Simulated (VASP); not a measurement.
TaC:

```xyz
2
Lattice="0.0000 2.1776 2.1776 2.1776 0.0000 2.1776 2.1776 2.1776 0.0000" Properties=species:S:1:pos:R:3 pbc="T T T"
Ta    0.0000    0.0000    0.0000
C     2.1776    2.1776    2.1776
```

- Program: VASP 6.6.1
- Task: relaxation of cell and atoms
- Functional: PBE
- Potentials or basis: VASP PAW PBE potentials, release 64 (Ta_pv, C)
- Cutoff: 600 eV
- k mesh: 13 × 13 × 13
- Occupations: fermi-dirac, width 0.05 eV
- Spin: no spin polarisation

At the start: pressure 32.3 GPa; volume 10.33 Å³/atom.

Task: Where does the relaxation end?

Result: Over 17 steps the energy falls by 84.4 meV/atom and the volume is 11.23 Å³/atom (+8.7 %); space group Fm-3m (No. 225, to 0.1 Å) before and after.

Step by step:
| step | energy change (eV) | largest force (eV/Å) | pressure (GPa) | volume (Å³) |
| --- | --- | --- | --- | --- |
| 1 | 0.0000 | 0.0000 | 32.34 | 20.65 |
| 2 | 0.6431 | 0.0000 | -42.78 | 27.53 |
| 3 | -0.1678 | 0.0000 | -2.03 | 22.60 |
| 4 | -0.1687 | 0.0000 | -0.21 | 22.47 |
| 5 | -0.1687 | 0.0000 | 0.33 | 22.43 |
| 6 | -0.1687 | 0.0000 | 0.32 | 22.43 |
| 7 | -0.1687 | 0.0000 | 0.29 | 22.43 |
| 8 | -0.1687 | 0.0000 | 0.29 | 22.43 |
| 9 | -0.1687 | 0.0000 | 0.29 | 22.43 |
| 10 | -0.1687 | 0.0000 | 0.29 | 22.43 |
| 11 | -0.1687 | 0.0000 | 0.28 | 22.43 |
| 12 | -0.1687 | 0.0000 | 0.28 | 22.43 |
| 13 | -0.1687 | 0.0000 | 0.27 | 22.43 |
| 14 | -0.1687 | 0.0000 | 0.25 | 22.44 |
| 15 | -0.1688 | 0.0000 | 0.21 | 22.44 |
| 16 | -0.1688 | 0.0000 | 0.13 | 22.44 |
| 17 | -0.1688 | 0.0000 | -0.03 | 22.45 |

Final structure:
```cif
data_structure
_symmetry_space_group_name_H-M 'P 1'
_symmetry_Int_Tables_number 1
_cell_length_a 3.1667
_cell_length_b 3.1667
_cell_length_c 3.1667
_cell_angle_alpha 60.000
_cell_angle_beta 60.000
_cell_angle_gamma 60.000
_cell_volume 22.45
loop_
_atom_site_label
_atom_site_type_symbol
_atom_site_fract_x
_atom_site_fract_y
_atom_site_fract_z
_atom_site_occupancy
Ta1 Ta 0.00000 0.00000 0.00000 1
C1 C 0.50000 0.50000 0.50000 1
```
